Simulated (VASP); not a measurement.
# As (P-3m1) in VASP: further runs, part 2 of 2

VASP 6.6.1. Earlier steps stand in the parts before.

## (4) Single point, PBE

This run uses another cell than the first one: it holds 4 atoms, not 8.

The input, INCAR:

```
PREC = Accurate
ENCUT = 520
EDIFF = 1E-7
ISMEAR = 0
SIGMA = 0.01
LREAL = F
LASPH = T
NELM = 100
ALGO = Normal
ISIF = 2
LWAVE = F
LCHARG = F
GGA = PE
NBANDS = 18
```

The input, KPOINTS:

```
regular mesh
0
Gamma
  12 12 4
```

The input, POSCAR:

```
As
1.0
    3.6082791148      0.0000000000      0.0000000000
   -1.8041395574      3.1248613774      0.0000000000
    0.0000000000      0.0000000000     12.0291915137
As
4
Direct
    0.0000000000      0.0000000000      0.7996664874
    0.0000000000      0.0000000000      0.2003335126
    0.3333333333      0.6666666667      0.6840660550
    0.6666666667      0.3333333333      0.3159339450
```

Potentials or basis: VASP PAW PBE potentials, release 64 (As).

On the command line:

```
> cat potpaw_PBE.64/As/POTCAR > POTCAR
> mpirun -np 1 vasp_std > vasp.out
```

OUTCAR:

```text
PREC = Accurate
   ENCUT = 520
   EDIFF = 1E-7
   ISMEAR = 0
   LREAL = F
   LASPH = T
   NELM = 100
   ISIF = 2
   GGA = PE

 ion  position               nearest neighbor table
   1  0.000  0.000  0.800-   3 2.50   3 2.50   3 2.50
   2  0.000  0.000  0.200-   4 2.50   4 2.50   4 2.50
   3  0.333  0.667  0.684-   1 2.50   1 2.50   1 2.50
   4  0.667  0.333  0.316-   2 2.50   2 2.50   2 2.50

  LATTYP: Found a hexagonal cell.
 ALAT       =     3.6082791148
 C/A-ratio  =     3.3337752239

  Lattice vectors:

 A1 = (   3.6082791148,   0.0000000000,   0.0000000000)
 A2 = (  -1.8041395574,   3.1248613774,   0.0000000000)
 A3 = (   0.0000000000,   0.0000000000,  12.0291915137)

Analysis of symmetry for initial positions (statically):
=====================================================================
 Subroutine PRICEL returns:
 Original cell was already a primitive cell.

 Routine SETGRP: Setting up the symmetry group for a
 hexagonal supercell.

 Subroutine GETGRP returns: Found 12 space group operations
 (whereof 12 operations were pure point group operations)
 out of a pool of 24 trial point group operations.

The static configuration has the point symmetry D_3d.

Analysis of symmetry for dynamics (positions and initial velocities):
=====================================================================
 Subroutine PRICEL returns:
 Original cell was already a primitive cell.

 Routine SETGRP: Setting up the symmetry group for a
 hexagonal supercell.

 Subroutine GETGRP returns: Found 12 space group operations
 (whereof 12 operations were pure point group operations)
 out of a pool of 24 trial point group operations.

The dynamic configuration has the point symmetry D_3d.

 Subroutine INISYM returns: Found 12 space group operations
 (whereof 12 operations are pure point group operations),
 and found     1 'primitive' translations

[... 119 lines left out ...]
  volume/ion in A,a.u.               =      33.91       228.83
  Fermi-wavevector in a.u.,A,eV,Ry     =   0.864893  1.634411 10.177701  0.748040
  Thomas-Fermi vector in A             =   1.983057
   LORBIT       =      0    0 simple, 1 ext, 2 COOP (PROOUT), +10 PAW based schemes
   GGA     = PE    functional components
   LHFCALC =     F    Hartree Fock is set to
   AEXX    =    0.0000 exact exchange contribution
   IVDW    =     0    specifies the selected vdW correction
   LEPSILON=     F    determine dielectric tensor
   LRPA    =     F    only Hartree local field effects (RPA)
 non-spin polarized calculation
 Gauss-broadening in eV      SIGMA  =   0.01
  energy-cutoff  :      520.00
  volume of cell :      135.63
 maximum number of plane-waves:      3679
 NGX is ok and might be reduce to    28

 number of electron      20.0000002 magnetization

 Free energy of the ion-electron system (eV)
  ---------------------------------------------------
  ext. energy  EPLUGINS =         0.00000000
  ---------------------------------------------------
  free energy    TOTEN  =       -18.67518987 eV

  energy without entropy =      -18.67518987  energy(sigma->0) =      -18.67518987

 E-fermi :   1.0109     XC(G=0):  -7.5018

 val. band max:        0.9161478016   @ k =   0.0833   0.0833   0.0000
 cond. band min:       2.2331073508   @ k =   0.0000   0.3333   0.2500
 fundamental gap:      1.3169595492
 Fermi energy:         1.0109010493

 k-point     1 :       0.0000    0.0000    0.0000
  band No.  band energies     occupation
      1     -12.6098      2.00000
      2     -12.5955      2.00000
      3      -6.3659      2.00000
      4      -6.1998      2.00000
      5      -0.1126      2.00000
      6       0.8421      2.00000
[... 481 lines left out ...]
      5      -1.4006      2.00000
      6      -1.3175      2.00000
[... 10 lines left out ...]
     17       7.1843      0.00000
     18       7.6700      0.00000

 [... further k-points ...]

------------------------ aborting loop because EDIFF is reached ----------------------------------------

  FORCE on cell =-STRESS in cart. coord.  units (eV):
  Direction    XX          YY          ZZ          XY          YZ          ZX
  --------------------------------------------------------------------------------------
  -------------------------------------------------------------------------------------
  Total        0.1366493      0.1366493      0.2379587      0.0000000      0.0000000     -0.0000000
  in kB        1.6141747      1.6141747      2.8108969      0.0000000      0.0000000     -0.0000000
  external PRESSURE =       2.0130821 kB  Pullay stress =       0.0000000 kB

 VOLUME and BASIS-vectors are now :
 -----------------------------------------------------------------------------
  energy-cutoff  :      520.00
  volume of cell :      135.63
      direct lattice vectors                 reciprocal lattice vectors
     3.608279115  0.000000000  0.000000000     0.277140423  0.160007098  0.000000000
    -1.804139557  3.124861377  0.000000000     0.000000000  0.320014196  0.000000000
     0.000000000  0.000000000 12.029191514     0.000000000  0.000000000  0.083131106

 POSITION                                       TOTAL-FORCE (eV/Angst)
 -----------------------------------------------------------------------------------
      0.00000      0.00000      9.61934        -0.000000      0.000000      0.081521
      0.00000      0.00000      2.40985         0.000000     -0.000000     -0.081521
     -0.00000      2.08324      8.22876         0.000000     -0.000000     -0.081803
      1.80414      1.04162      3.80043         0.000000      0.000000      0.081803
 -----------------------------------------------------------------------------------
    total drift:                               -0.000000      0.000000      0.000000

  FREE ENERGIE OF THE ION-ELECTRON SYSTEM (eV)
  ---------------------------------------------------
  free  energy   TOTEN  =       -18.6751898698 eV

  energy  without entropy=      -18.6751898698  energy(sigma->0) =      -18.67518987
```

It took 3 min on 1 thread of Intel Xeon Platinum 8375C at 2.90GHz (Ice Lake), shared host; peak memory 0.31 GiB.

What came out:

| Quantity | Value |
| --- | --- |
| Free energy | -18.6752 eV |
| Pressure | 0.2 GPa |
| Largest force | 0.082 eV/Å |
| Band gap on the k mesh | 1.32 eV (least direct gap 1.69 eV) |

Forces on the atoms (eV/Å):
```
As   0.000  0.000  0.082
As   0.000  0.000 -0.082
As   0.000  0.000 -0.082
As   0.000  0.000  0.082
```

Stress tensor (GPa, compression positive):
```
0.16 0.00 0.00
0.00 0.16 0.00
0.00 0.00 0.28
```

Caveat: this functional lacks dispersion, which binds the layers, so the pressure and a relaxed spacing across them are unreliable.

## (5) Single point, PBE

This run uses another cell than the first one: it holds 4 atoms, not 8.

The input, INCAR:

```
SYSTEM = As
PREC = Accurate
ENCUT = 520
EDIFF = 1E-6
ISMEAR = 0
SIGMA = 0.02
LREAL = .FALSE.
LASPH = .TRUE.
NELM = 100
ALGO = Normal
ISIF = 2
LWAVE = .FALSE.
LCHARG = .TRUE.
GGA = PE
LELF = .TRUE.
LVHAR = .TRUE.
NBANDS = 18
```

The input, KPOINTS:

```
Automatic mesh
0
G
  12 12 4
  0 0 0
```

POSCAR is that of step 4.

On the command line:

```
> cat potpaw_PBE.64/As/POTCAR > POTCAR
> mpirun -np 1 vasp_std > vasp.out
```

It took 3 min on 1 thread of Intel Xeon Platinum 8375C at 2.90GHz (Ice Lake), shared host; peak memory 0.31 GiB.

It converged, with:

| Item | Value |
| --- | --- |
| Free energy | -18.6752 eV |
| Pressure | 0.2 GPa |
| Largest force | 0.082 eV/Å |
| Band gap on the k mesh | 1.32 eV (least direct gap 1.69 eV) |

Forces on the atoms (eV/Å):
```
As   0.000  0.000  0.081
As   0.000  0.000 -0.081
As   0.000  0.000 -0.082
As   0.000  0.000  0.082
```

Stress tensor (GPa, compression positive):
```
0.16 0.00 0.00
0.00 0.16 0.00
0.00 0.00 0.28
```

Levels at points of the mesh, in eV from the valence-band top:
| k point | band 8 | band 9 | band 10 | band 11 | band 12 | band 13 |
| --- | --- | --- | --- | --- | --- | --- |
| (0.00, 0.00, 0.00) | -0.07 | -0.07 | -0.05 | 1.65 | 2.11 | 3.43 |
| (0.50, 0.00, 0.00) | -1.94 | -1.65 | -1.55 | 1.86 | 1.95 | 2.88 |
| (0.00, 0.00, 0.50) | -0.08 | -0.07 | -0.07 | 1.91 | 1.98 | 3.42 |
| (0.50, 0.00, 0.50) | -1.94 | -1.71 | -1.50 | 1.78 | 2.03 | 2.90 |

Caveat: this functional lacks dispersion, which binds the layers, so the pressure and a relaxed spacing across them are unreliable.

## (6) Relaxation of cell and atoms, PBE

This run uses another cell than the first one: it holds 4 atoms, not 8.

The input, INCAR:

```
SYSTEM = As
PREC = Accurate
ENCUT = 600
EDIFF = 1E-7
ISMEAR = 0
SIGMA = 0.01
LREAL = .False.
LASPH = .True.
NELM = 60
ALGO = Normal
ISIF = 3
LWAVE = .False.
LCHARG = .False.
GGA = PE
IBRION = 2
NSW = 100
EDIFFG = -0.01
```

The input, KPOINTS:

```
regular mesh
0
Gamma
  12 12 4
  0 0 0
```

The input, POSCAR:

```
As
1.0
    3.7278831778      0.0000000000      0.0000000000
   -1.8639415889      3.2284415343      0.0000000000
    0.0000000000      0.0000000000      8.9687289911
As
4
Direct
    0.0000000000      0.0000000000      0.7775784236
    0.0000000000      0.0000000000      0.2224215764
    0.3333333333      0.6666666667      0.6296809590
    0.6666666667      0.3333333333      0.3703190410
```

Potentials or basis: VASP PAW PBE potentials, release 64 (As).

On the command line:

```
> cat potpaw_PBE.64/As/POTCAR > POTCAR
> mpirun -np 1 vasp_std > vasp.out
```

Run time: 63 min. Hardware: 1 thread of Intel Xeon Platinum 8375C at 2.90GHz (Ice Lake), shared host; peak memory 0.32 GiB.

It converged, with:

```yaml
Free_energy: -18.6737 eV
Relaxed_volume: 33.77 Å³/atom
Relaxed_cell: a = 3.612 Å, b = 3.612 Å, c = 11.957 Å, α = 90.00°, β = 90.00°, γ = 120.00°
Space_group_after_relaxing_to_0.1_Å: P-3m1 (No. 164)
Energy_gained_by_relaxing: 15.6 meV/atom
Ionic_steps: 56
Pressure_after_relaxing: 0.0 GPa
Largest_force_after_relaxing: 0.009 eV/Å
Band_gap_on_the_k_mesh: 1.30 eV (least direct gap 1.68 eV)
```

Forces in eV/Å, atoms in the order of the input:
```
As   0.000  0.000  0.003
As   0.000  0.000 -0.003
As   0.000  0.000 -0.009
As   0.000  0.000  0.009
```

The path:
| step | energy change (eV) | largest force (eV/Å) | pressure (GPa) | volume (Å³) |
| --- | --- | --- | --- | --- |
| 1 | 0.0000 | 0.1617 | 0.24 | 107.94 |
| 3 | -0.0033 | 0.0741 | -0.21 | 108.46 |
| 5 | -0.0050 | 0.0745 | 0.17 | 107.93 |
| 7 | -0.0083 | 0.0200 | 0.10 | 109.19 |
| 9 | -0.0102 | 0.0332 | -0.19 | 111.72 |
| 11 | -0.0105 | 0.0160 | 0.00 | 111.39 |
| 13 | -0.0105 | 0.0109 | 0.03 | 111.39 |
| 15 | -0.0105 | 0.0255 | 0.06 | 111.38 |
| 17 | -0.0105 | 0.0205 | 0.04 | 111.40 |
| 19 | -0.0106 | 0.0192 | -0.01 | 111.55 |
| 21 | -0.0106 | 0.0182 | -0.05 | 111.66 |
| 23 | -0.0107 | 0.0100 | -0.06 | 111.70 |
| 25 | -0.0110 | 0.0358 | -0.13 | 111.86 |
| 27 | -0.0111 | 0.0811 | -0.21 | 112.07 |
| 29 | -0.0112 | 0.0816 | -0.19 | 112.06 |
| 31 | -0.0117 | 0.0832 | -0.09 | 112.06 |
| 33 | -0.0138 | 0.1040 | 0.25 | 112.00 |
| 35 | -0.0141 | 0.1141 | 0.44 | 111.95 |
| 37 | -0.0149 | 0.1176 | 0.55 | 112.16 |
| 39 | -0.0115 | 0.1793 | 1.09 | 113.01 |
| 41 | -0.0186 | 0.1372 | 0.73 | 112.96 |
| 43 | -0.0222 | 0.2098 | 0.61 | 114.84 |
| 45 | -0.0325 | 0.1039 | 0.22 | 117.01 |
| 47 | -0.0336 | 0.0536 | 0.06 | 118.02 |
| 49 | -0.0392 | 0.0727 | -0.04 | 119.43 |
| 51 | -0.0541 | 0.1394 | -0.31 | 125.74 |
| 53 | -0.0621 | 0.0079 | 0.08 | 134.59 |
| 55 | -0.0622 | 0.0054 | 0.04 | 134.77 |
| 56 | -0.0622 | 0.0087 | -0.01 | 135.09 |

Final structure:
```cif
data_structure
_symmetry_space_group_name_H-M 'P 1'
_symmetry_Int_Tables_number 1
_cell_length_a 3.6118
_cell_length_b 3.6118
_cell_length_c 11.9573
_cell_angle_alpha 90.000
_cell_angle_beta 90.000
_cell_angle_gamma 120.000
_cell_volume 135.09
loop_
_atom_site_label
_atom_site_type_symbol
_atom_site_fract_x
_atom_site_fract_y
_atom_site_fract_z
_atom_site_occupancy
As1 As 0.00000 0.00000 0.80616 1
As2 As 0.00000 0.00000 0.19384 1
As3 As 0.33333 0.66667 0.68945 1
As4 As 0.66667 0.33333 0.31055 1
```

Levels at points of the mesh, in eV from the valence-band top:
| k point | band 8 | band 9 | band 10 | band 11 | band 12 | band 13 |
| --- | --- | --- | --- | --- | --- | --- |
| (0.00, 0.00, 0.00) | -0.06 | -0.06 | -0.04 | 1.63 | 2.11 | 3.42 |
| (0.50, 0.00, 0.00) | -1.92 | -1.64 | -1.58 | 1.87 | 1.93 | 2.88 |
| (0.00, 0.00, 0.50) | -0.07 | -0.06 | -0.06 | 1.93 | 1.95 | 3.41 |
| (0.50, 0.00, 0.50) | -1.93 | -1.72 | -1.51 | 1.78 | 2.02 | 2.90 |

Caveat: the volume moved by over 15 % at a fixed basis, so the end points are rough; this functional lacks dispersion, which binds the layers, so the pressure and a relaxed spacing across them are unreliable.

## (7) Relaxation of cell and atoms, PBE

This run uses another cell than the first one: it holds 4 atoms, not 8.

Edit INCAR of step 6 so:

```diff
@@ -3,8 +3,8 @@
 ENCUT = 600
-EDIFF = 1E-7
+EDIFF = 1E-6
 ISMEAR = 0
-SIGMA = 0.01
+SIGMA = 0.02
 LREAL = .False.
 LASPH = .True.
-NELM = 60
+NELM = 100
 ALGO = Normal
```

KPOINTS is that of step 6.

The input, POSCAR:

```
As
1.0
    3.6082791148      0.0000000000      0.0000000000
   -1.8041395574      3.1248613774      0.0000000000
    0.0000000000      0.0000000000     12.0291915137
As
4
Direct
    0.0000000000      0.0000000000      0.7996664874
    0.0000000000      0.0000000000      0.2003335126
    0.3333333333      0.6666666667      0.6840660550
    0.6666666667      0.3333333333      0.3159339450
```

On the command line:

```
> cat potpaw_PBE.64/As/POTCAR > POTCAR
> mpirun -np 1 vasp_std > vasp.out
```

Wall time 2 min (1 thread of Intel Xeon 6975P-C (Granite Rapids), shared host); peak memory 0.37 GiB.

The run converged. Its results:

```yaml
Free_energy: -18.6758 eV
Relaxed_volume: 34.00 Å³/atom
Relaxed_cell: a = 3.611 Å, b = 3.611 Å, c = 12.045 Å, α = 90.00°, β = 90.00°, γ = 120.00°
Space_group_after_relaxing_to_0.1_Å: P-3m1 (No. 164)
Energy_gained_by_relaxing: 0.1 meV/atom
Ionic_steps: 3
Pressure_after_relaxing: 0.0 GPa
Band_gap_on_the_k_mesh: 1.33 eV (least direct gap 1.70 eV)
```

Step by step:
```
step  energy change (eV)  largest force (eV/Å)  pressure (GPa)  volume (Å³)
   1              0.0000                0.0816            0.20       135.63
   2              0.0002                0.0900           -0.23       136.47
   3             -0.0006                0.0015           -0.01       136.02
```

Final structure:
```
As
1.0
     3.61102    0.00000    0.00000
    -1.80551    3.12723    0.00000
     0.00000    0.00000   12.04512
As
4
Direct
  0.00000 0.00000 0.79982
  0.00000 0.00000 0.20018
  0.33333 0.66667 0.68391
  0.66667 0.33333 0.31609
```

Levels at points of the mesh, in eV from the valence-band top:
```tsv
k point	band 8	band 9	band 10	band 11	band 12	band 13
(0.00, 0.00, 0.00)	-0.04	-0.04	-0.04	1.66	2.13	3.44
(0.50, 0.00, 0.00)	-1.90	-1.64	-1.54	1.88	1.97	2.88
(0.00, 0.00, 0.50)	-0.05	-0.04	-0.04	1.93	2.00	3.43
(0.50, 0.00, 0.50)	-1.90	-1.70	-1.49	1.80	2.05	2.90
```

Caveat: this functional lacks dispersion, which binds the layers, so the pressure and a relaxed spacing across them are unreliable.

## (8) Summary

| task | cell | k mesh | cutoff (eV) | smearing | gap on the mesh (eV) | pressure (GPa) | relaxed volume (Å³/atom) | largest force (eV/Å) |
| --- | --- | --- | --- | --- | --- | --- | --- | --- |
| single point | a = 3.608, b = 6.250, c = 12.029 Å, 8 atoms, atomic positions A | 4 × 2 × 1 | 520 | gaussian 0.1 eV | 1.60 | 0.4 | - | 0.10 |
| relaxation of cell and atoms | relaxed from a = 3.565, b = 3.565, c = 5.940 Å, angles 90.0, 90.0, 120.0°, 4 atoms, atomic positions B | 6 × 6 × 4 | 600 | gaussian 0.1 eV | none | 0.0 | 28.66 | 0.01 |
| single point | a = 3.608, b = 3.608, c = 12.029 Å, angles 90.0, 90.0, 120.0°, 4 atoms, atomic positions C | 12 × 12 × 4 | 520 | gaussian 0.01 eV | 1.32 | 0.2 | - | 0.08 |
| single point | a = 3.608, b = 3.608, c = 12.029 Å, angles 90.0, 90.0, 120.0°, 4 atoms, atomic positions C | 12 × 12 × 4 | 520 | gaussian 0.02 eV | 1.32 | 0.2 | - | 0.08 |
| relaxation of cell and atoms | relaxed from a = 3.728, b = 3.728, c = 8.969 Å, angles 90.0, 90.0, 120.0°, 4 atoms, atomic positions D | 12 × 12 × 4 | 600 | gaussian 0.01 eV | 1.30 | 0.0 | 33.77 | 0.01 |
| relaxation of cell and atoms | relaxed from a = 3.608, b = 3.608, c = 12.029 Å, angles 90.0, 90.0, 120.0°, 4 atoms, atomic positions C | 12 × 12 × 4 | 600 | gaussian 0.02 eV | 1.33 | 0.0 | 34.00 | - |

Alike in all rows: level PBE; potentials or basis VASP PAW PBE potentials, release 64 (As); no spin polarisation.

Caveats: some runs use coarse meshes; this functional lacks dispersion, which binds the layers, so the pressure and a relaxed spacing across them are unreliable; the volume moved by over 15 % at a fixed basis, so the end points are rough (at least some runs); an odd mesh through Γ misses points on the zone boundary, where band edges can lie (at least some runs).

Absolute energies hang on the potentials; compare differences alone.
